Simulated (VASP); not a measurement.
# LiHPd (P4/mmm) in VASP: notebook

LiHPd is run at these levels: LDA; tasks: single point.

Everything below comes from runs of VASP 6.6.1. Logs are shortened: lines on timing, memory, paths and dates and some standing lists are left out, and cuts for length are marked.

## 1. The cell of the first run

Symmetry: P4/mmm, No. 123, tetragonal system. The conventional cell has a = 2.732 Å, b = 2.732 Å, c = 3.838 Å, α = 90.00°, β = 90.00°, γ = 90.00°. Li (site symmetry 4/mmm) has 2 H at 1.92 Å within 2.5 Å. Within 2.5 Å of H (site symmetry 4/mmm) lie 2 Li at 1.92 Å and 4 Pd at 1.93 Å. Within 2.6 Å of Pd (site symmetry 4/mmm) lie 4 H at 1.93 Å.

## 2. Single point, LDA

The input, INCAR:

```
SYSTEM = LiHPd
PREC = Accurate
ENCUT = 520
EDIFF = 1E-6
ISMEAR = 0
SIGMA = 0.15
LREAL = .False.
LASPH = .True.
NELM = 80
ALGO = Normal
ISIF = 2
LWAVE = .False.
LCHARG = .False.
GGA = CA
NBANDS = 14
```

The input, KPOINTS:

```
Automatic mesh
0
Gamma
  10 10 7
  0 0 0
```

The input, POSCAR:

```
LiHPd
1.0
    2.7323482872      0.0000000000      0.0000000000
    0.0000000000      2.7323482872      0.0000000000
    0.0000000000      0.0000000000      3.8381273830
Li H Pd
1 1 1
Direct
    0.5000000000      0.5000000000      0.5000000000
    0.5000000000      0.5000000000      0.0000000000
    0.0000000000      0.0000000000      0.0000000000
```

Potentials or basis: VASP PAW LDA potentials, release 64 (Li_sv, H, Pd).

Started as:

```console
$ cat potpaw_LDA.64/Li_sv/POTCAR potpaw_LDA.64/H/POTCAR potpaw_LDA.64/Pd/POTCAR > POTCAR
$ mpirun -np 1 vasp_std > vasp.out
```

OUTCAR:

```text
SYSTEM = LiHPd
   PREC = Accurate
   ENCUT = 520
   EDIFF = 1E-6
   ISMEAR = 0
   LREAL = .False.
   LASPH = .True.
   NELM = 80
   ISIF = 2
   GGA = CA

 ion  position               nearest neighbor table
   1  0.500  0.500  0.500-   3 2.72   3 2.72   3 2.72   3 2.72   3 2.72   3 2.72   3 2.72   3 2.72

   2  0.500  0.500  0.000-   3 1.93   3 1.93   3 1.93   3 1.93
   3  0.000  0.000  0.000-   2 1.93   2 1.93   2 1.93   2 1.93   1 2.72   1 2.72   1 2.72   1 2.72
                             1 2.72   1 2.72   1 2.72   1 2.72

  LATTYP: Found a simple tetragonal cell.
 ALAT       =     2.7323482872
 C/A-ratio  =     1.4046991743

  Lattice vectors:

 A1 = (   2.7323482872,   0.0000000000,   0.0000000000)
 A2 = (   0.0000000000,   2.7323482872,   0.0000000000)
 A3 = (   0.0000000000,   0.0000000000,   3.8381273830)

Analysis of symmetry for initial positions (statically):
=====================================================================
 Subroutine PRICEL returns:
 Original cell was already a primitive cell.

 Routine SETGRP: Setting up the symmetry group for a
 simple tetragonal supercell.

 Subroutine GETGRP returns: Found 16 space group operations
 (whereof 16 operations were pure point group operations)
 out of a pool of 16 trial point group operations.

The static configuration has the point symmetry D_4h.

Analysis of symmetry for dynamics (positions and initial velocities):
=====================================================================
 Subroutine PRICEL returns:
 Original cell was already a primitive cell.

 Routine SETGRP: Setting up the symmetry group for a
 simple tetragonal supercell.

 Subroutine GETGRP returns: Found 16 space group operations
 (whereof 16 operations were pure point group operations)
 out of a pool of 16 trial point group operations.

The dynamic configuration has the point symmetry D_4h.

 Subroutine INISYM returns: Found 16 space group operations
 (whereof 16 operations are pure point group operations),
 and found     1 'primitive' translations

----------------------------------------------------------------------------------------

                                     Primitive cell

  volume of cell :      28.6544

  direct lattice vectors                    reciprocal lattice vectors
     2.732348287  0.000000000  0.000000000     0.365985553  0.000000000  0.000000000
     0.000000000  2.732348287  0.000000000     0.000000000  0.365985553  0.000000000
     0.000000000  0.000000000  3.838127383     0.000000000  0.000000000  0.260543724

  length of vectors
[... 98 lines left out ...]
   EFERMI =   0.00;   METHOD = LEGACY
   ISMEAR =     0;   SIGMA  =   0.15  broadening in eV -4-tet -1-fermi 0-gaus
   EFERMI_NEDOS =   21; number of points for ismear=-14 and -15
   IALGO  =     38    algorithm
   IMIX   =      4    mixing-type and parameters
     AMIX     =   0.40;   BMIX     =  1.00
     AMIX_MAG =   1.60;   BMIX_MAG =  1.00
  volume/ion in A,a.u.               =       9.55        64.46
  Fermi-wavevector in a.u.,A,eV,Ry     =   1.289398  2.436609 22.620330  1.662547
  Thomas-Fermi vector in A             =   2.421293
   LORBIT       =      0    0 simple, 1 ext, 2 COOP (PROOUT), +10 PAW based schemes
   GGA     = CA    functional components
   LHFCALC =     F    Hartree Fock is set to
   AEXX    =    0.0000 exact exchange contribution
   IVDW    =     0    specifies the selected vdW correction
   LEPSILON=     F    determine dielectric tensor
   LRPA    =     F    only Hartree local field effects (RPA)
 non-spin polarized calculation
 Gauss-broadening in eV      SIGMA  =   0.15
  energy-cutoff  :      520.00
  volume of cell :       28.65
 maximum number of plane-waves:       786
   NGX = 11   NGY = 11   NGZ = 15

 number of electron      14.0000017 magnetization

 Free energy of the ion-electron system (eV)
  ---------------------------------------------------
  ext. energy  EPLUGINS =         0.00000000
  ---------------------------------------------------
  free energy    TOTEN  =       -13.45862396 eV

  energy without entropy =      -13.45384375  energy(sigma->0) =      -13.45623386

 E-fermi :   6.8096     XC(G=0): -11.4160

 val. band max:        6.7523730144   @ k =   0.5000   0.0000   0.4286
 cond. band min:       6.8208310466   @ k =   0.5000   0.3000   0.0000
 fundamental gap:      0.0684580322
 Fermi energy:         6.8095811494

 k-point     1 :       0.0000    0.0000    0.0000
  band No.  band energies     occupation
      1     -38.0778      2.00000
      2      -2.8740      2.00000
      3       1.5503      2.00000
      4       2.2557      2.00000
      5       4.6785      2.00000
      6       4.6785      2.00000
      7       5.0973      2.00000
      8       8.0768      0.00000
      9      12.6637      0.00000
     10      17.1406      0.00000
     11      17.1406      0.00000
     12      22.1220      0.00000
     13      22.5111      0.00000
     14      26.0049      0.00000
[... 377 lines left out ...]
      1     -38.0686      2.00000
      2      -1.9687      2.00000
      3       1.9918      2.00000
      4       2.6078      2.00000
      5       3.5724      2.00000
      6       4.5157      2.00000
      7       4.7249      2.00000
      8       8.6830      0.00000
      9      11.9493      0.00000
     10      15.5831      0.00000
     11      18.6570      0.00000
     12      18.9198      0.00000
     13      23.6233      0.00000
     14      25.4446      0.00000

 [... further k-points ...]

------------------------ aborting loop because EDIFF is reached ----------------------------------------

  FORCE on cell =-STRESS in cart. coord.  units (eV):
  Direction    XX          YY          ZZ          XY          YZ          ZX
  --------------------------------------------------------------------------------------
  -------------------------------------------------------------------------------------
  Total        0.0013563      0.0013563      0.0793378      0.0000000      0.0000000      0.0000000
  in kB        0.0758357      0.0758357      4.4360781      0.0000000      0.0000000      0.0000000
  external PRESSURE =       1.5292498 kB  Pullay stress =       0.0000000 kB

 VOLUME and BASIS-vectors are now :
 -----------------------------------------------------------------------------
  energy-cutoff  :      520.00
  volume of cell :       28.65
      direct lattice vectors                 reciprocal lattice vectors
     2.732348287  0.000000000  0.000000000     0.365985553  0.000000000  0.000000000
     0.000000000  2.732348287  0.000000000     0.000000000  0.365985553  0.000000000
     0.000000000  0.000000000  3.838127383     0.000000000  0.000000000  0.260543724

 POSITION                                       TOTAL-FORCE (eV/Angst)
 -----------------------------------------------------------------------------------
      1.36617      1.36617      1.91906         0.000000      0.000000      0.000000
      1.36617      1.36617      0.00000         0.000000      0.000000      0.000000
      0.00000      0.00000      0.00000         0.000000      0.000000      0.000000
 -----------------------------------------------------------------------------------
    total drift:                                0.000000      0.000000     -0.000000

  FREE ENERGIE OF THE ION-ELECTRON SYSTEM (eV)
  ---------------------------------------------------
  free  energy   TOTEN  =       -13.4586239625 eV

  energy  without entropy=      -13.4538437502  energy(sigma->0) =      -13.45623386
```

OSZICAR:

```text
N       E                     dE             d eps       ncg     rms          rms(c)
DAV:   1     0.626698007089E+02    0.62670E+02   -0.64310E+03  2352   0.995E+02
DAV:   2    -0.100601269500E+02   -0.72730E+02   -0.67502E+02  2874   0.220E+02
DAV:   3    -0.141013224399E+02   -0.40412E+01   -0.39958E+01  4226   0.408E+01
DAV:   4    -0.141672949423E+02   -0.65973E-01   -0.65954E-01  2702   0.556E+00
DAV:   5    -0.141680887868E+02   -0.79384E-03   -0.79383E-03  3170   0.479E-01    0.893E+00
DAV:   6    -0.135825160691E+02    0.58557E+00   -0.43640E+00  2658   0.154E+01    0.363E+00
DAV:   7    -0.134771808123E+02    0.10534E+00   -0.42559E-01  2568   0.511E+00    0.202E+00
DAV:   8    -0.134594991404E+02    0.17682E-01   -0.12855E-02  3210   0.757E-01    0.404E-01
DAV:   9    -0.134587078202E+02    0.79132E-03   -0.33468E-03  2790   0.406E-01    0.829E-02
DAV:  10    -0.134586276490E+02    0.80171E-04   -0.20809E-04  2904   0.114E-01    0.153E-02
DAV:  11    -0.134586238054E+02    0.38437E-05   -0.16635E-05  2802   0.274E-02    0.835E-03
DAV:  12    -0.134586239625E+02   -0.15713E-06   -0.42872E-07  2028   0.495E-03
   1 F= -.13458624E+02 E0= -.13456234E+02  d E =-.478021E-02
```

stdout:

```text
POSCAR found type information on POSCAR LiH Pd
 POSCAR found :  3 types and       3 ions
 scaLAPACK will be used
 LDA part: xc-table for (Slater(with rela. corr.)+CA(PZ))
 , standard interpolation
 POSCAR, INCAR and KPOINTS ok, starting setup
 FFT: planning ... GRIDC
 FFT: planning ... GRID_SOFT
 FFT: planning ... GRID
 WAVECAR not read
 entering main loop
```

It took 12 s on 1 thread of Intel Xeon 6975P-C (Granite Rapids), shared host; peak memory 0.15 GiB.

Results:

```yaml
Free_energy: -13.4586 eV
Band_gap_on_the_k_mesh: zero (band 7 reaches 10.87 eV, above the bottom of band 8 at 5.10 eV)
```

Levels at points of the mesh, in eV from the Fermi level:
```
           k point  band 3  band 4  band 5  band 6  band 7  band 8  band 9  band 10  band 11  band 12
(0.00, 0.00, 0.00)   -5.26   -4.55   -2.13   -2.13   -1.71    1.27    5.85    10.33    10.33    15.31
(0.50, 0.00, 0.00)   -5.28   -4.48   -3.87   -3.23   -1.92    1.12    6.73     7.94     8.83    11.32
(0.50, 0.50, 0.00)   -3.70   -3.70   -2.79   -0.55    1.47    1.47    5.04     6.59     7.75    10.78
```

Caveat: the cutoff is under 1.25 times the usual one of these potentials, so pressure, stress and relaxed cells hold a basis-set (Pulay) error.

## 3. Single point, LDA

This run uses another cell than the first one, of 9.80 Å³/atom, 1.026 times its volume.

The input, INCAR:

```
SYSTEM = LiHPd
ALGO     = Normal         ! electronic algorithm
EDIFF    = 1E-6           ! SCF threshold, eV
ENCUT    = 520            ! plane-wave cutoff, eV
ISIF     = 2              ! what is computed and relaxed
ISMEAR   = 0              ! smearing method
LASPH    = .TRUE.         ! aspherical terms in the spheres
LCHARG   = .FALSE.        ! write CHGCAR
LREAL    = .FALSE.        ! projectors in reciprocal space
LWAVE    = .FALSE.        ! write WAVECAR
NBANDS   = 14             ! bands
NELM     = 60             ! most SCF steps
PREC     = Accurate       ! precision mode
SIGMA    = 0.15           ! smearing width, eV
```

The input, KPOINTS:

```
k-points
0
G
  10 10 7
  0 0 0
```

The input, POSCAR:

```
LiHPd
1.0
    2.7561090301      0.0000000000      0.0000000000
    0.0000000000      2.7561090301      0.0000000000
    0.0000000000      0.0000000000      3.8715040790
Li H Pd
1 1 1
Direct
    0.5000000000      0.5000000000      0.5000000000
    0.5000000000      0.5000000000      0.0000000000
    0.0000000000      0.0000000000      0.0000000000
```

Potentials or basis: VASP PAW LDA potentials, release 64 (Li_sv, H, Pd).

Started as:

```console
$ cat potpaw_LDA.64/Li_sv/POTCAR potpaw_LDA.64/H/POTCAR potpaw_LDA.64/Pd/POTCAR > POTCAR
$ mpirun -np 1 vasp_std > vasp.out
```

It took 11 s on 1 thread of Intel Xeon 6975P-C (Granite Rapids), shared host; peak memory 0.15 GiB.

The run converged. Its results:

```yaml
Free_energy: -13.4534 eV
Band_gap_on_the_k_mesh: zero (band 7 reaches 10.53 eV, above the bottom of band 8 at 4.83 eV)
```

Levels at points of the mesh, in eV from the Fermi level:
| k point | band 3 | band 4 | band 5 | band 6 | band 7 | band 8 | band 9 | band 10 | band 11 | band 12 |
| --- | --- | --- | --- | --- | --- | --- | --- | --- | --- | --- |
| (0.00, 0.00, 0.00) | -5.11 | -4.45 | -2.10 | -2.10 | -1.71 | 1.28 | 5.70 | 10.19 | 10.19 | 14.92 |
| (0.50, 0.00, 0.00) | -5.15 | -4.36 | -3.77 | -3.16 | -1.91 | 1.05 | 6.64 | 7.82 | 8.67 | 11.05 |
| (0.50, 0.50, 0.00) | -3.61 | -3.61 | -2.74 | -0.59 | 1.47 | 1.47 | 4.85 | 6.42 | 7.70 | 10.62 |

Caveat: the cutoff is under 1.25 times the usual one of these potentials, so pressure, stress and relaxed cells hold a basis-set (Pulay) error.

## 4. Single point, LDA

This run uses another cell than the first one, of 10.05 Å³/atom, 1.053 times its volume.

The input, INCAR:

```
PREC = Accurate ; ENCUT = 520
EDIFF = 1E-6 ; ISMEAR = 0
SIGMA = 0.15 ; LREAL = F
LASPH = T ; NELM = 100
ALGO = Normal ; ISIF = 2
LWAVE = F ; LCHARG = F
GGA = CA ; NBANDS = 14
```

The input, KPOINTS:

```
Automatic mesh
0
Gamma
  10 10 7
```

The input, POSCAR:

```
LiHPd
1.0
    2.7794670000      0.0000000000      0.0000000000
    0.0000000000      2.7794670000      0.0000000000
    0.0000000000      0.0000000000      3.9043150000
Li H Pd
1 1 1
Direct
    0.5000000000      0.5000000000      0.5000000000
    0.5000000000      0.5000000000      0.0000000000
    0.0000000000      0.0000000000      0.0000000000
```

Started as:

```console
$ cat potpaw_LDA.64/Li_sv/POTCAR potpaw_LDA.64/H/POTCAR potpaw_LDA.64/Pd/POTCAR > POTCAR
$ mpirun -np 1 vasp_std > vasp.out
```

It took 11 s on 1 thread of Intel Xeon 6975P-C (Granite Rapids), shared host; peak memory 0.16 GiB.

Results (log left out):

| Property | Result |
| --- | --- |
| Free energy | -13.4359 eV |
| Band gap on the k mesh | zero (band 7 reaches 10.20 eV, above the bottom of band 8 at 4.58 eV) |

Levels at points of the mesh, in eV from the Fermi level:
```tsv
k point	band 4	band 5	band 6	band 7	band 8	band 9	band 10	band 11
(0.00, 0.00, 0.00)	-4.34	-2.08	-2.08	-1.70	1.30	5.55	10.06	10.06
(0.50, 0.00, 0.00)	-4.25	-3.68	-3.09	-1.89	0.98	6.55	7.70	8.52
(0.50, 0.50, 0.00)	-3.52	-2.69	-0.63	1.47	1.47	4.67	6.25	7.66
```

Caveat: the cutoff is under 1.25 times the usual one of these potentials, so pressure, stress and relaxed cells hold a basis-set (Pulay) error.

## 5. Single point, LDA

This run uses another cell than the first one, of 10.31 Å³/atom, 1.079 times its volume.

The input, INCAR:

```
PREC = Accurate
ENCUT = 520
EDIFF = 1E-7
ISMEAR = 0
SIGMA = 0.15
LREAL = False
LASPH = True
NELM = 60
ALGO = Normal
ISIF = 2
LWAVE = False
LCHARG = False
GGA = CA
NBANDS = 14
```

KPOINTS is that of step 4.

The input, POSCAR:

```
LiHPd
1.0
    2.8024388434      0.0000000000      0.0000000000
    0.0000000000      2.8024388434      0.0000000000
    0.0000000000      0.0000000000      3.9365835294
Li H Pd
1 1 1
Direct
    0.5000000000      0.5000000000      0.5000000000
    0.5000000000      0.5000000000      0.0000000000
    0.0000000000      0.0000000000      0.0000000000
```

Started as:

```console
$ cat potpaw_LDA.64/Li_sv/POTCAR potpaw_LDA.64/H/POTCAR potpaw_LDA.64/Pd/POTCAR > POTCAR
$ mpirun -np 1 vasp_std > vasp.out
```

Run time: 12 s. Hardware: 1 thread of Intel Xeon 6975P-C (Granite Rapids), shared host; peak memory 0.16 GiB.

Results (log left out):

```yaml
Free_energy: -13.4076 eV
Band_gap_on_the_k_mesh: zero (band 7 reaches 9.89 eV, above the bottom of band 8 at 4.34 eV)
```

Levels at points of the mesh, in eV from the Fermi level:
```csv
k point,band 5,band 6,band 7,band 8,band 9,band 10
"(0.00, 0.00, 0.00)",-2.05,-2.05,-1.69,1.31,5.41,9.93
"(0.50, 0.00, 0.00)",-3.59,-3.03,-1.87,0.92,6.46,7.59
"(0.50, 0.50, 0.00)",-2.64,-0.66,1.47,1.47,4.50,6.09
```

Caveat: the cutoff is under 1.25 times the usual one of these potentials, so pressure, stress and relaxed cells hold a basis-set (Pulay) error.

## 6. The runs side by side

```csv
cell,gap on the mesh (eV)
"a = 2.732, b = 2.732, c = 3.838 Å, 3 atoms",none
"a = 2.756, b = 2.756, c = 3.872 Å, 3 atoms",none
"a = 2.779, b = 2.779, c = 3.904 Å, 3 atoms",none
"a = 2.802, b = 2.802, c = 3.937 Å, 3 atoms",none
```

Alike in all rows: task single point; level LDA; potentials or basis VASP PAW LDA potentials, release 64 (Li_sv, H, Pd); no spin polarisation; k mesh 10 × 10 × 7; cutoff (eV) 520; smearing gaussian 0.15 eV.

Caveats: the cutoff is under 1.25 times the usual one of these potentials, so pressure, stress and relaxed cells hold a basis-set (Pulay) error.

Total energies depend on the potentials used, so only differences within one code and one set of settings carry meaning.
